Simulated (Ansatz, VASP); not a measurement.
## Two plane-wave programs on GaN

The input INCAR:

```
  PREC = Accurate
  ENCUT = 520
  EDIFF = 1E-6
  ISMEAR = 0
  SIGMA = 0.05
  LREAL = False
  LASPH = True
  NELM = 80
  ALGO = Normal
  ISIF = 2
  LWAVE = False
  LCHARG = False
  GGA = PE
  NBANDS = 26
```

KPOINTS

```
Automatic mesh
0
Gamma
  12 12 6
```

File POSCAR:

```
GaN
1.0
    3.2696238891      0.0000000000      0.0000000000
   -1.6348119446      2.8315773488      0.0000000000
    0.0000000000      0.0000000000      4.8866693426
Ga N
2 2
Direct
    0.3333333333      0.6666666667      0.0000000000
    0.6666666667      0.3333333333      0.5000000000
    0.3333333333      0.6666666667      0.3750000000
    0.6666666667      0.3333333333      0.8750000000
```

Input for Ansatz:

```yaml
crystal:
  lattice:
    - [3.2696238891, 0.0, 0.0]
    - [-1.6348119446, 2.8315773488, 0.0]
    - [0.0, 0.0, 4.8866693426]
  atoms:
    - { symbol: Ga, position: [0.3333333333, 0.6666666667, 0.0] }
    - { symbol: Ga, position: [0.6666666667, 0.3333333333, 0.5] }
    - { symbol: "N", position: [0.3333333333, 0.6666666667, 0.375] }
    - { symbol: "N", position: [0.6666666667, 0.3333333333, 0.875] }
basis:
  ecutwfc: 420
kpoints:
  mp_grid: { grid: [12, 12, 6] }
hamiltonian:
  xc: pbe
scf:
  occupations: { method: gaussian, width: 0.05 }
output:
  forces: true
  stress: true
  eigenvalues: true
```

Alike in both runs: task single point; functional PBE; k mesh 12 × 12 × 6; occupations gaussian, width 0.05 eV; no spin polarisation.

|  | VASP | Ansatz |
| --- | --- | --- |
| version | VASP 6.6.1 | Ansatz 0.2.0 |
| potentials or method | VASP PAW PBE potentials, release 64 (Ga_d, N), cutoff 520 eV | scalar-relativistic, plane waves, PAW |
| valence electrons in the cell | 36 | 36 |

```tsv
	VASP	Ansatz	Ansatz less VASP
gap on the k mesh at the Fermi level (eV)	1.94	1.93	-0.007
least direct gap on the mesh (eV)	1.94	1.93	-0.007
pressure (GPa)	9.8	9.8	+0.03
traceless stress, the component that is largest in VASP (GPa)	25.54	25.73	+0.188
rms of the force components (eV/Å)	0.856	0.876	+0.0203
```

Atom by atom the forces differ by 0.020 eV/Å (rms over components). The functional is the same, so the differences come from potentials, cutoffs and numerics.
